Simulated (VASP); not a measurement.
# TePb: relaxation of cell and atoms with PBEsol

Crystal: TePb.

```
Te Pb
1.0
     0.00000    3.23100    3.23100
     3.23100    0.00000    3.23100
     3.23100    3.23100    0.00000
Te Pb
1 1
Direct
  0.50000 0.50000 0.50000
  0.00000 0.00000 0.00000
```

```
Program                : VASP 6.6.1
Task                   : relaxation of cell and atoms
Functional             : PBEsol
Potentials or basis    : VASP PAW PBE potentials, release 64 (Te, Pb_d)
Cutoff                 : 600 eV
k mesh                 : 10 × 10 × 10
Occupations            : fermi-dirac, width 0.1 eV
Spin                   : no spin polarisation
Dipole correction      : no
Further INCAR settings : ALGO = Normal; EDIFF = 1e-06; IBRION = 2; EDIFFG = -0.002; NSW = 100; ISIF = 3
```

| Property | Result |
| --- | --- |
| Relaxed volume | 33.44 Å³/atom |
| Relaxed cell | a = 4.556 Å, b = 4.556 Å, c = 4.556 Å, α = 60.00°, β = 60.00°, γ = 60.00° |
| Space group after relaxing (to 0.05 Å) | Fm-3m (No. 225) |
| Energy gained by relaxing | 0.4 meV/atom |
| Ionic steps | 3 |
| Pressure after relaxing | 0.0 GPa |
| Band gap on the k mesh | 0.65 eV, direct |

Step by step:
| step | energy change (eV) | largest force (eV/Å) | pressure (GPa) | volume (Å³) |
| --- | --- | --- | --- | --- |
| 1 | 0.0000 | 0.0000 | -0.40 | 67.46 |
| 2 | -0.0006 | 0.0000 | 0.16 | 66.64 |
| 3 | -0.0007 | 0.0000 | -0.01 | 66.87 |

Final structure:
```xyz
2
Lattice="0.0000 3.2216 3.2216 3.2216 0.0000 3.2216 3.2216 3.2216 0.0000" Properties=species:S:1:pos:R:3 pbc="T T T"
Te    3.2216    3.2216    3.2216
Pb    0.0000    0.0000    0.0000
```

Levels at points of the mesh, in eV from the valence-band top:
```
           k point  band 8  band 9  band 10  band 11  band 12  band 13
(0.00, 0.00, 0.00)   -1.37   -1.37    -1.37     4.07     4.07     4.07
(0.50, 0.00, 0.00)   -0.90   -0.90     0.00     0.65     1.22     1.22
(0.50, 0.50, 0.00)   -4.59   -2.85    -2.85     3.17     5.49     5.49
```

Wall time 47 s on 1 thread of Intel(R) Xeon(R) 6975P-C (Granite Rapids), with other jobs on the host, peak memory 0.27 GiB.

Caveat: the PAW data sets were made with another functional, which shifts forces and pressure a little; spin-orbit coupling is left out, which moves the levels of the heavy elements. A k mesh can miss the band edges.
